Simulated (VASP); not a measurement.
# Cr: single point with PBE

Crystal: Cr.

```
Cr
1.0
     2.38511    0.00000    0.00000
     0.00000    2.38511    0.00000
     0.00000    0.00000    2.38511
Cr
1
Direct
  0.00000 0.00000 0.00000
```

This isn't the form of Cr at room conditions, which is bcc.

| Quantity | Value |
| --- | --- |
| Program | VASP 6.6.1 |
| Task | single point |
| Functional | PBE |
| Potentials or basis | VASP PAW PBE potentials, release 64 (Cr_pv) |
| Cutoff | 500 eV |
| k mesh | 23 × 23 × 23 |
| Occupations | fermi-dirac, width 0.0612256 eV |
| Spin | no spin polarisation |
| Dipole correction | no |
| Further INCAR settings | ALGO = Normal; EDIFF = 1e-06; NBANDS = 12 |

```
Pressure               : -9.9 GPa
Band gap on the k mesh : zero (bands 6 and 7 overlap by 1.55 eV)
```

Levels at points of the mesh, in eV from the Fermi level:
```csv
k point,band 2,band 3,band 4,band 5,band 6,band 7,band 8,band 9,band 10,band 11
"(0.00, 0.00, 0.00)",-42.60,-42.60,-7.13,-2.94,-2.94,2.27,2.27,2.27,7.48,18.88
```

Wall time 63 s on 1 thread of AMD EPYC 7R13 (shared host), peak memory 0.13 GiB.

Caveat: the cell stands under tension; the run has no spin polarisation, though such a crystal can be magnetic. Spin polarisation is off, so any magnetic state and its effect on volume and gap are missing.
